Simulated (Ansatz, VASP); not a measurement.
# One calculation of Nb, two programs

File INCAR:

```
SYSTEM = Nb
ALGO = Normal
EDIFF = 1E-6
ENCUT = 520
GGA = PE
ISIF = 2
ISMEAR = -1
LASPH = .TRUE.
LCHARG = .FALSE.
LREAL = .FALSE.
LWAVE = .FALSE.
NBANDS = 12
NELM = 100
PREC = Accurate
SIGMA = 0.08
```

File KPOINTS:

```
k-points
0
G
  13 13 13
  0 0 0
```

File POSCAR:

```
Nb
1.0
    0.0000000000      2.1008049414      2.1008049414
    2.1008049414      0.0000000000      2.1008049414
    2.1008049414      2.1008049414      0.0000000000
Nb
1
Direct
    0.0000000000      0.0000000000      0.0000000000
```

Input for Ansatz:

```yaml
crystal:
  lattice:
    - [0.0, 2.1008049414, 2.1008049414]
    - [2.1008049414, 0.0, 2.1008049414]
    - [2.1008049414, 2.1008049414, 0.0]
  atoms:
    - { symbol: Nb, position: [0.0, 0.0, 0.0] }
kpoints:
  mp_grid: { grid: [13, 13, 13] }
  band_path:
    path:
      - [0.0, 0.0, 0.0]
      - [0.5, 0.0, 0.5]
      - [0.625, 0.25, 0.625]
      - [0.375, 0.375, 0.75]
      - [0.0, 0.0, 0.0]
      - [0.5, 0.5, 0.5]
      - [0.5, 0.25, 0.75]
      - [0.5, 0.0, 0.5]
    npoints: 5
scf:
  occupations: { method: fermi_dirac, width: 0.08 }
hamiltonian:
  xc: pbe
  pseudopotentials: { kind: all_electron, lapw: { basis_error: 0.00025 } }
output:
  forces: true
  stress: true
  eigenvalues: true
```

Change from the starting cell: volume scaled by 0.98.

Alike in both runs: task single point; functional PBE; k mesh 13 × 13 × 13; occupations fermi-dirac, width 0.08 eV; no spin polarisation.

|  | VASP | Ansatz |
| --- | --- | --- |
| version | VASP 6.6.1 | Ansatz 0.2.0 |
| potentials or method | VASP PAW PBE potentials, release 64 (Nb_sv), cutoff 520 eV | all-electron LAPW, scalar-relativistic |

```csv
,VASP,Ansatz,Ansatz less VASP
pressure (GPa),2.0,2.3,+0.31
```

Ansatz ran all-electron here, and VASP with PAW potentials.
